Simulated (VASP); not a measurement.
A run of VASP 6.6.1:

The input INCAR:

```
PREC = Accurate ; ENCUT = 520
EDIFF = 1E-6 ; ISMEAR = -1
SIGMA = 0.02 ; LREAL = False
LASPH = True ; NELM = 100
ALGO = Normal ; ISIF = 2
LWAVE = False ; LCHARG = True
GGA = PS ; LELF = True
LVHAR = True ; NBANDS = 11
```

File KPOINTS:

```
Automatic mesh
0
Gamma
  10 10 10
```

File POSCAR:

```
NaH
1.0
    0.0000000000      2.3956692164      2.3956692164
    2.3956692164      0.0000000000      2.3956692164
    2.3956692164      2.3956692164      0.0000000000
Na H
1 1
Direct
    0.0000000000      0.0000000000      0.0000000000
    0.5000000000      0.5000000000      0.5000000000
```

Potentials or basis: VASP PAW PBE potentials, release 64 (Na_pv, H).

Command:

```sh
$ cat potpaw_PBE.64/Na_pv/POTCAR potpaw_PBE.64/H/POTCAR > POTCAR
$ mpirun -np 1 vasp_std > vasp.out
```

Hardware: 1 thread of Intel Xeon 8259CL, with other jobs on the host.

Q: How long does it take, and how much memory?

A: Run time: 24 s on 1 thread of Intel Xeon 8259CL, on a shared host, peak memory 0.15 GiB. Counts: scf iterations 11, k points 47.
